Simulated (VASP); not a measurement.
Set up this calculation in VASP 6.6.1, as the native input.

- Task: single point
- Functional: PBEsol
- Potentials or basis: VASP PAW PBE potentials, release 64 (Cu, O)
- Cutoff: 520 eV
- k mesh: 9 × 9 × 9
- Occupations: fermi-dirac, width 0.05 eV
- Spin: no spin polarisation
- Dipole correction: no
- Further INCAR settings: ALGO = Normal; EDIFF = 1e-06; NBANDS = 30

The structure of Cu3O2 lies in POSCAR:

```
Cu3O2
1.0
   -1.9847834310      1.9847834310      3.6307105107
    1.9847834310     -1.9847834310      3.6307105107
    1.9847834310      1.9847834310     -3.6307105107
Cu O
3 2
Direct
    0.0000000000      0.0000000000      0.0000000000
    0.7500000000      0.2500000000      0.5000000000
    0.2500000000      0.7500000000      0.5000000000
    0.5000000000      0.0000000000      0.5000000000
    0.0000000000      0.5000000000      0.5000000000
```

These files were run (other wordings do the same):

INCAR

```
PREC = Accurate ; ENCUT = 520
EDIFF = 1E-6 ; ISMEAR = -1
SIGMA = 0.05 ; LREAL = False
LASPH = True ; NELM = 60
ALGO = Normal ; ISIF = 2
LWAVE = False ; LCHARG = False
GGA = PS ; NBANDS = 30
```

KPOINTS

```
regular mesh
0
Gamma
  9 9 9
```

Potentials or basis: VASP PAW PBE potentials, release 64 (Cu, O).

Run with:

```bash
$ cat potpaw_PBE.64/Cu/POTCAR potpaw_PBE.64/O/POTCAR > POTCAR
$ mpirun -np 1 vasp_std > vasp.out
```

Results of the run:

The pressure is 0.9 GPa.

Caveat: the PAW data sets were made with another functional, which shifts forces and pressure a little; an odd number of electrons without spin polarisation forces a metal; a magnetic or distorted state may lie lower.

Run time: 2.9 min on 1 thread of Intel(R) Xeon(R) Platinum 8488C (Sapphire Rapids), with other jobs on the host, peak memory 0.25 GiB.
